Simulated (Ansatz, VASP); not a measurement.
## Two plane-wave programs on Si2C

```
Si C
1.0
     3.04225    0.00000   -0.00255
     0.00000    4.66843    0.00000
    -0.12819    0.00000    5.50113
Si C
4 2
Direct
  0.32256 0.63204 0.48045
  0.67744 0.13204 0.51955
  0.75636 0.31665 0.11624
  0.24364 0.81665 0.88376
  0.74575 0.05128 0.86428
  0.25425 0.55128 0.13572
```

Change from the starting cell: the structure that the rattled rutile type (P4_2/mnm, No. 136) fell into.

Alike in both runs: functional PBE; k mesh 12 × 8 × 8; occupations gaussian, width 0.1 eV; no spin polarisation.

Ansatz relaxed the structure, and its values are those at the end. VASP's run is a single point on that final structure, the one shown.

```csv
,VASP,Ansatz
version,VASP 6.6.1,Ansatz 0.2.0
potentials or method,"VASP PAW PBE potentials, release 64 (Si, C), cutoff 520 eV","scalar-relativistic, plane waves, PAW"
valence electrons in the cell,24,24
```

|  | VASP | Ansatz | Ansatz less VASP |
| --- | --- | --- | --- |
| gap on the k mesh at the Fermi level (eV) | none | none | - |
| pressure (GPa) | 0.0 | 0.0 | +0.05 |
| rms of the force components (eV/Å) | 0.004 | 0.001 | -0.0027 |

A gap of «none» marks a metal or a gap that the smearing closes.
